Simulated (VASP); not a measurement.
# Ti (P6/mmm) in VASP: a series of runs

Ti is run at these levels: PBEsol; tasks: relaxation of cell and atoms.

All numbers are computed with VASP 6.6.1; they aren't measurements. Logs are shortened: lines on timing, memory, paths and dates and some standing lists are left out, and cuts for length are marked.

## (1) The cell of the first run

Symmetry: P6/mmm, No. 191, hexagonal system. Conventional cell: a = 4.402 Å, b = 4.402 Å, c = 2.734 Å, α = 90.00°, β = 90.00°, γ = 120.00°. Within 3.6 Å of Ti (site symmetry 6/mmm) lie 14 Ti at 2.73 to 2.89 Å. Ti (site symmetry -6m2) has 11 Ti at 2.54 to 2.89 Å within 3.4 Å.

This isn't the form of Ti at room conditions, which is hcp.

## (2) Relaxation of cell and atoms, PBEsol, target pressure 10 GPa, at which the enthalpy is minimised

INCAR reads:

```
SYSTEM = Ti
ALGO = Fast
EDIFF = 1E-7
EDIFFG = -0.008
ENCUT = 600
GGA = PS
IBRION = 2
ISIF = 3
ISMEAR = 0
LASPH = .TRUE.
LCHARG = .FALSE.
LREAL = .FALSE.
LWAVE = .FALSE.
NELM = 60
NSW = 70
PREC = Accurate
PSTRESS = 100.0
SIGMA = 0.1
```

KPOINTS reads:

```
k-points
0
G
  12 12 14
  0 0 0
```

POSCAR reads:

```
Ti
1.0
    4.4019412350      0.0000000000      0.0000000000
   -2.2009706175      3.8121929355      0.0000000000
    0.0000000000      0.0000000000      2.7339969452
Ti
3
Direct
    0.0000000000      0.0000000000      0.0000000000
    0.3333333333      0.6666666667      0.5000000000
    0.6666666667      0.3333333333      0.5000000000
```

Potentials or basis: VASP PAW PBE potentials, release 64 (Ti_sv).

Launch:

```
$ cat potpaw_PBE.64/Ti_sv/POTCAR > POTCAR
$ mpirun -np 1 vasp_std > vasp.out
```

OUTCAR:

```text
SYSTEM = Ti
   EDIFF = 1E-7
   EDIFFG = -0.008
   ENCUT = 600
   GGA = PS
   IBRION = 2
   ISIF = 3
   ISMEAR = 0
   LASPH = .TRUE.
   LREAL = .FALSE.
   NELM = 60
   NSW = 70
   PREC = Accurate
   PSTRESS = 100.0

 ion  position               nearest neighbor table
   1  0.000  0.000  0.000-   2 2.89   3 2.89   2 2.89   3 2.89   3 2.89   3 2.89   2 2.89   2 2.89
                             3 2.89   3 2.89   2 2.89   2 2.89
   2  0.333  0.667  0.500-   3 2.54   3 2.54   3 2.54   1 2.89   1 2.89   1 2.89   1 2.89   1 2.89
                             1 2.89
   3  0.667  0.333  0.500-   2 2.54   2 2.54   2 2.54   1 2.89   1 2.89   1 2.89   1 2.89   1 2.89
                             1 2.89

  LATTYP: Found a hexagonal cell.
 ALAT       =     4.4019412350
 C/A-ratio  =     0.6210889240

  Lattice vectors:

 A1 = (   4.4019412350,   0.0000000000,   0.0000000000)
 A2 = (  -2.2009706175,   3.8121929355,   0.0000000000)
 A3 = (   0.0000000000,   0.0000000000,   2.7339969452)

Analysis of symmetry for initial positions (statically):
=====================================================================
 Subroutine PRICEL returns:
 Original cell was already a primitive cell.

 Routine SETGRP: Setting up the symmetry group for a
 hexagonal supercell.

 Subroutine GETGRP returns: Found 24 space group operations
 (whereof 24 operations were pure point group operations)
 out of a pool of 24 trial point group operations.

The static configuration has the point symmetry D_6h.

Analysis of symmetry for dynamics (positions and initial velocities):
=====================================================================
 Subroutine PRICEL returns:
 Original cell was already a primitive cell.

 Routine SETGRP: Setting up the symmetry group for a
 hexagonal supercell.

 Subroutine GETGRP returns: Found 24 space group operations
 (whereof 24 operations were pure point group operations)
 out of a pool of 24 trial point group operations.

The dynamic configuration has the point symmetry D_6h.

 Subroutine INISYM returns: Found 24 space group operations
 (whereof 24 operations are pure point group operations),
 and found     1 'primitive' translations

----------------------------------------------------------------------------------------

                                     Primitive cell

  volume of cell :      45.8793

  direct lattice vectors                    reciprocal lattice vectors
     4.401941235  0.000000000  0.000000000     0.227172501  0.131158105  0.000000000
    -2.200970617  3.812192936  0.000000000     0.000000000  0.262316209  0.000000000
     0.000000000  0.000000000  2.733996945     0.000000000  0.000000000  0.365764856

  length of vectors
     4.401941235  4.401941235  2.733996945     0.262316209  0.262316209  0.365764856

  position of ions in fractional coordinates (direct lattice)
     0.000000000  0.000000000  0.000000000
     0.333333333  0.666666667  0.500000000
     0.666666667  0.333333333  0.500000000

  ion indices of the primitive-cell ions
   primitive index   ion index
                 1           1
                 2           2
                 3           3

----------------------------------------------------------------------------------------

 KPOINTS: k-points

Automatic generation of k-mesh.
 Grid dimensions read from file:
 generate k-points for:   12   12   14

 Generating k-lattice:

  Cartesian coordinates                     Fractional coordinates (reciprocal lattice)
     0.018931042  0.010929842  0.000000000     0.083333333  0.000000000  0.000000000
     0.000000000  0.021859684  0.000000000     0.000000000  0.083333333  0.000000000
     0.000000000  0.000000000  0.026126061     0.000000000  0.000000000  0.071428571

  Length of vectors
     0.021859684  0.021859684  0.026126061

  Shift w.r.t. Gamma in fractional coordinates (k-lattice)
     0.000000000  0.000000000  0.000000000

 Subroutine IBZKPT returns following result:
 ===========================================

 Found    152 irreducible k-points:

 Following reciprocal coordinates:
            Coordinates               Weight
  0.000000  0.000000  0.000000      1.000000
  0.083333  0.000000  0.000000      6.000000
  0.166667  0.000000  0.000000      6.000000
  0.250000 -0.000000  0.000000      6.000000
  0.333333  0.000000  0.000000      6.000000
  0.416667  0.000000  0.000000      6.000000
[... 16 lines left out ...]
  0.250000 -0.000000  0.071429     12.000000
  0.333333  0.000000  0.071429     12.000000
 [... further k-points ...]
   k-points           NKPTS =    152   k-points in BZ     NKDIM =    152   number of bands    NBANDS=     22
   number of dos      NEDOS =    301   number of ions     NIONS =      3
   total plane-waves  NPLWV =  31104
   dimension x,y,z NGX =    36 NGY =   36 NGZ =   24
   dimension x,y,z NGXF=    72 NGYF=   72 NGZF=   48
   ions per type =               3
   NGX,Y,Z   is equivalent  to a cutoff of  13.60, 13.60, 14.59 a.u.
   NGXF,Y,Z  is equivalent  to a cutoff of  27.19, 27.19, 29.19 a.u.
 SYSTEM =  Ti
   PREC   = accura    normal or accurate (medium, high low for compatibility)
   ISTART =      0    job   : 0-new  1-cont  2-samecut
   ICHARG =      2    charge: 1-file 2-atom 10-const
   ISPIN  =      1    spin polarized calculation?
   LNONCOLLINEAR =      F non collinear calculations
   LSORBIT =      F    spin-orbit coupling
   LASPH  =      T    aspherical Exc in radial PAW
   ENCUT  =  600.0 eV  44.10 Ry    6.64 a.u.   8.79  8.79  5.46*2*pi/ulx,y,z
   NELM   =     60;   NELMIN=  2; NELMDL= -5     # of ELM steps
   EDIFF  = 0.1E-06   stopping-criterion for ELM
   LREAL  =      F    real-space projection
   EDIFFG = -.8E-02   stopping-criterion for IOM
   NSW    =     70    number of steps for IOM
   IBRION =      2    ionic relax: 0-MD 1-quasi-New 2-CG
   NFREE  =      1    steps in history (QN), initial steepest desc. (CG)
   ISIF   =      3    stress and relaxation
   ISYM   =      2    0-nonsym 1-usesym 2-fastsym
   POTIM  = 0.5000    time-step for ionic-motion
   TEBEG  =    0.0;   TEEND  =   0.0 temperature during run
   PSTRESS=  100.0 pullay stress
   NELECT =      36.0000    total number of electrons
   NUPDOWN=      -1.0000    fix difference up-down
   EMIN   =  10.00;   EMAX   =-10.00  energy-range for DOS
   EFERMI =   0.00;   METHOD = LEGACY
   ISMEAR =     0;   SIGMA  =   0.10  broadening in eV -4-tet -1-fermi 0-gaus
   EFERMI_NEDOS =   21; number of points for ismear=-14 and -15
   IALGO  =     68    algorithm
   IMIX   =      4    mixing-type and parameters
     AMIX     =   0.40;   BMIX     =  1.00
     AMIX_MAG =   1.60;   BMIX_MAG =  1.00
  volume/ion in A,a.u.               =      15.29       103.20
  Fermi-wavevector in a.u.,A,eV,Ry     =   1.509976  2.853440 31.021644  2.280027
  Thomas-Fermi vector in A             =   2.620227
   LORBIT       =      0    0 simple, 1 ext, 2 COOP (PROOUT), +10 PAW based schemes
   GGA     = PS    functional components
   LHFCALC =     F    Hartree Fock is set to
   AEXX    =    0.0000 exact exchange contribution
   IVDW    =     0    specifies the selected vdW correction
   LEPSILON=     F    determine dielectric tensor
   LRPA    =     F    only Hartree local field effects (RPA)
 conjugate gradient relaxation of ions
 non-spin polarized calculation
 RMM-DIIS sequential band-by-band and
 Gauss-broadening in eV      SIGMA  =   0.10
  energy-cutoff  :      600.00
  volume of cell :       45.88
 maximum number of plane-waves:      1547
 NGX is ok and might be reduce to    36
   NGX = 17   NGY = 17   NGZ = 11

--------------------------------------- Ionic step        1  -------------------------------------------

 number of electron      35.9999995 magnetization

 Free energy of the ion-electron system (eV)
  ---------------------------------------------------
  ext. energy  EPLUGINS =         0.00000000
  ---------------------------------------------------
  free energy    TOTEN  =       -24.96422695 eV

  energy without entropy =      -24.95034276  energy(sigma->0) =      -24.95728485

------------------------ aborting loop EDIFF was not reached (unconverged)  ----------------------------

  FORCE on cell =-STRESS in cart. coord.  units (eV):
  Direction    XX          YY          ZZ          XY          YZ          ZX
  --------------------------------------------------------------------------------------
  -------------------------------------------------------------------------------------
  Total        2.7417364      2.7417364      2.8404831      0.0000000      0.0000000      0.0000000
  in kB       95.7456710     95.7456710     99.1940572      0.0000000      0.0000000      0.0000000
  external PRESSURE =      -3.1048669 kB  Pullay stress =     100.0000000 kB

 VOLUME and BASIS-vectors are now :
 -----------------------------------------------------------------------------
  energy-cutoff  :      600.00
  volume of cell :       45.88
      direct lattice vectors                 reciprocal lattice vectors
     4.401941235  0.000000000  0.000000000     0.227172501  0.131158105  0.000000000
    -2.200970617  3.812192936  0.000000000     0.000000000  0.262316209  0.000000000
     0.000000000  0.000000000  2.733996945     0.000000000  0.000000000  0.365764856
[... 15 lines left out ...]
  enthalpy is  TOTEN    =       -22.1006651794 eV   P V=        2.8635617672

--------------------------------------- Ionic step        2  -------------------------------------------

 number of electron      35.9999994 magnetization

------------------------ aborting loop EDIFF was not reached (unconverged)  ----------------------------

  FORCE on cell =-STRESS in cart. coord.  units (eV):
  Direction    XX          YY          ZZ          XY          YZ          ZX
  --------------------------------------------------------------------------------------
  -------------------------------------------------------------------------------------
  Total        2.9420554      2.9420554      2.9551204      0.0000000      0.0000000      0.0000000
  in kB      103.1831509    103.1831509    103.6413648      0.0000000      0.0000000      0.0000000
  external PRESSURE =       3.3358889 kB  Pullay stress =     100.0000000 kB

 VOLUME and BASIS-vectors are now :
 -----------------------------------------------------------------------------
  energy-cutoff  :      600.00
  volume of cell :       45.68
      direct lattice vectors                 reciprocal lattice vectors
     4.393317571  0.000000000  0.000000000     0.227618419  0.131415556 -0.000000000
    -2.196658786  3.804724624 -0.000000000     0.000000000  0.262831111  0.000000000
     0.000000000  0.000000000  2.732982289    -0.000000000  0.000000000  0.365900651
[... 210 lines left out ...]
  enthalpy is  TOTEN    =       -22.1009059126 eV   P V=        2.8575567051

--------------------------------------- Ionic step        8  -------------------------------------------

 number of electron      35.9999995 magnetization

 Free energy of the ion-electron system (eV)
  ---------------------------------------------------
  ext. energy  EPLUGINS =         0.00000000
  ---------------------------------------------------
  free energy    TOTEN  =       -24.95919972 eV

  energy without entropy =      -24.94531442  energy(sigma->0) =      -24.95225707

 E-fermi :   9.5242     XC(G=0): -12.2669

 val. band max:        9.5217710218   @ k =   0.3333   0.1667   0.0714
 cond. band min:       9.5298518827   @ k =   0.4167   0.0000   0.1429
 fundamental gap:      0.0080808608
 Fermi energy:         9.5242112124

 k-point     1 :       0.0000    0.0000    0.0000
  band No.  band energies     occupation
      1     -46.9297      2.00000
      2     -46.6621      2.00000
      3     -46.4253      2.00000
      4     -23.3870      2.00000
      5     -23.3870      2.00000
      6     -23.3615      2.00000
[... 574 lines left out ...]
      6     -23.0885      2.00000
[... 14 lines left out ...]
     21      10.3025      0.00000
     22      10.7666      0.00000

 [... further k-points ...]
[... 5 lines left out ...]
  --------------------------------------------------------------------------------------
  -------------------------------------------------------------------------------------
  Total        2.8611783      2.8611783      2.8570021      0.0000000      0.0000000      0.0000000
  in kB      100.1016401    100.1016401     99.9555294      0.0000000      0.0000000      0.0000000
  external PRESSURE =       0.0529365 kB  Pullay stress =     100.0000000 kB
[... 18 lines left out ...]
  FREE ENERGIE OF THE ION-ELECTRON SYSTEM (eV)
  ---------------------------------------------------
  free  energy   TOTEN  =       -24.9591997242 eV

  energy  without entropy=      -24.9453144162  energy(sigma->0) =      -24.95225707

  enthalpy is  TOTEN    =       -22.1009265565 eV   P V=        2.8582731676

 reached required accuracy - stopping structural energy minimisation
```

Wall time 20 min (1 thread of Intel Xeon Platinum 8488C (Sapphire Rapids), shared host); peak memory 0.29 GiB.

What came out:

```yaml
Free_energy: -24.9592 eV
Relaxed_volume: 15.26 Å³/atom
Relaxed_cell: a = 4.397 Å, b = 4.397 Å, c = 2.736 Å, α = 90.00°, β = 90.00°, γ = 120.00°
Space_group_after_relaxing_to_0.1_Å: P6/mmm (No. 191)
Energy_change_on_relaxing_the_run_minimises_the_enthalpy: +1.7 meV/atom
Ionic_steps: 8
Pressure_after_relaxing: 10.0 GPa
Band_gap_on_the_k_mesh: zero (bands 18 and 19 overlap by 0.42 eV)
```

The path:
| step | energy change (eV) | largest force (eV/Å) | pressure (GPa) | volume (Å³) |
| --- | --- | --- | --- | --- |
| 1 | 0.0000 | 0.0000 | 9.69 | 45.88 |
| 2 | 0.0122 | 0.0000 | 10.33 | 45.68 |
| 3 | 0.0076 | 0.0000 | 10.15 | 45.75 |
| 4 | 0.0059 | 0.0000 | 10.08 | 45.78 |
| 5 | 0.0055 | 0.0000 | 10.04 | 45.79 |
| 6 | 0.0056 | 0.0000 | 10.04 | 45.79 |
| 7 | 0.0058 | 0.0000 | 10.04 | 45.78 |
| 8 | 0.0050 | 0.0000 | 10.01 | 45.79 |

Final structure:
```yaml
crystal:
  lattice:
    - [4.39666, 0.00000, 0.00000]
    - [-2.19833, 3.80762, 0.00000]
    - [0.00000, 0.00000, 2.73551]
  atoms:
    - { symbol: Ti, position: [0.00000, 0.00000, 0.00000] }
    - { symbol: Ti, position: [0.33333, 0.66667, 0.50000] }
    - { symbol: Ti, position: [0.66667, 0.33333, 0.50000] }
```

Levels at points of the mesh, in eV from the Fermi level:
| k point | band 16 | band 17 | band 18 | band 19 | band 20 | band 21 |
| --- | --- | --- | --- | --- | --- | --- |
| (0.00, 0.00, 0.00) | -0.72 | -0.62 | -0.62 | 0.01 | 0.77 | 1.43 |
| (0.50, 0.00, 0.00) | -0.54 | -0.51 | -0.43 | 0.01 | 0.62 | 1.06 |
| (0.00, 0.00, 0.50) | -1.90 | -1.90 | -1.71 | 1.16 | 1.16 | 1.43 |
| (0.50, 0.00, 0.50) | -1.41 | -0.76 | -0.70 | 0.32 | 0.88 | 1.22 |

Caveat: the cell is relaxed towards a set pressure, so the run minimises the enthalpy, not the energy; the PAW data sets were made with another functional, which shifts forces and pressure a little.

(Part 1 of 2 ends here.)
